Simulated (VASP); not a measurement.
Ir, 2 atoms in the cell. Symmetry: P6_3/mmc, No. 194, hexagonal system. Conventional cell: a = 2.861 Å, b = 2.861 Å, c = 4.641 Å, α = 90.00°, β = 90.00°, γ = 120.00°. Ir (site symmetry -6m2) has 12 Ir at 2.85 to 2.86 Å within 3.8 Å. This isn't the form of Ir at room conditions, which is fcc. This cell differs from its parent crystal: strain +0.040 along x and y, +0.040 along z.

* Program: VASP 6.6.1
* Task: single point
* Functional: PBE
* Potentials or basis: VASP PAW PBE potentials, release 64 (Ir)
* Cutoff: 520 eV
* k mesh: 18 × 18 × 12
* Occupations: gaussian, width 0.15 eV
* Spin: no spin polarisation
* Dipole correction: no
* Further INCAR settings: ALGO = Fast; EDIFF = 1e-07; NBANDS = 16

Potentials or basis: VASP PAW PBE potentials, release 64 (Ir).

The run is started by

```sh
$ cat potpaw_PBE.64/Ir/POTCAR > POTCAR
$ mpirun -np 1 vasp_std > vasp.out
```

Hardware: 1 thread of Intel(R) Xeon(R) Platinum 8375C CPU @ 2.90GHz (Ice Lake), with other jobs on the host.

Question: Estimate the wall time of this run.

Answer: Run time: 91 s on 1 thread of Intel(R) Xeon(R) Platinum 8375C CPU @ 2.90GHz (Ice Lake), on a shared host, peak memory 0.25 GiB. Counts: scf iterations 17, k points 259.
